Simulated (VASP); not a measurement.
The system is La2SnO.

```
CELL_PARAMETERS angstrom
5.22612 0.00000 0.00000
-2.61306 4.52595 0.00000
0.00000 0.00000 5.03560
ATOMIC_POSITIONS crystal
La 0.33333 0.66667 0.50000
La 0.66667 0.33333 0.50000
Sn 0.00000 0.00000 0.00000
O 0.00000 0.00000 0.50000
```

The cell was built from a structure type or drawn by symmetry, and may not be a known phase.

- Program: VASP 6.6.1
- Task: relaxation of cell and atoms
- Functional: PBE
- Potentials or basis: VASP PAW PBE potentials, release 64 (La, Sn_d, O)
- Cutoff: 600 eV
- k mesh: 6 × 6 × 4
- Occupations: gaussian, width 0.1 eV
- Spin: no spin polarisation

At the start: pressure -6.9 GPa; volume 29.78 Å³/atom.

Problem. How do energy, volume and symmetry change on relaxing?

Solution. Over 8 steps the energy falls by 143.7 meV/atom and the volume is 25.04 Å³/atom (-15.9 %); space group P6/mmm (No. 191, to 0.1 Å) before and after.

Step by step:
```csv
step,energy change (eV),largest force (eV/Å),pressure (GPa),volume (Å³)
1,0.0000,0.0000,-6.93,119.11
2,-0.5109,0.0000,1.67,98.23
3,-0.5176,0.0000,0.45,99.98
4,-0.5669,0.0000,0.52,99.42
5,-0.5724,0.0000,0.70,99.09
6,-0.5725,0.0000,0.64,99.12
7,-0.5742,0.0000,-0.32,100.66
8,-0.5747,0.0000,-0.01,100.18
```

Final structure:
```xyz
4
Lattice="5.0638 0.0000 0.0000 -2.5319 4.3854 0.0000 0.0000 0.0000 4.5112" Properties=species:S:1:pos:R:3 pbc="T T T"
La    0.0000    2.9236    2.2556
La    2.5319    1.4618    2.2556
Sn    0.0000    0.0000    0.0000
O     0.0000    0.0000    2.2556
```

Caveat: the volume moved by over 15 % at a fixed basis, so the end points are rough.
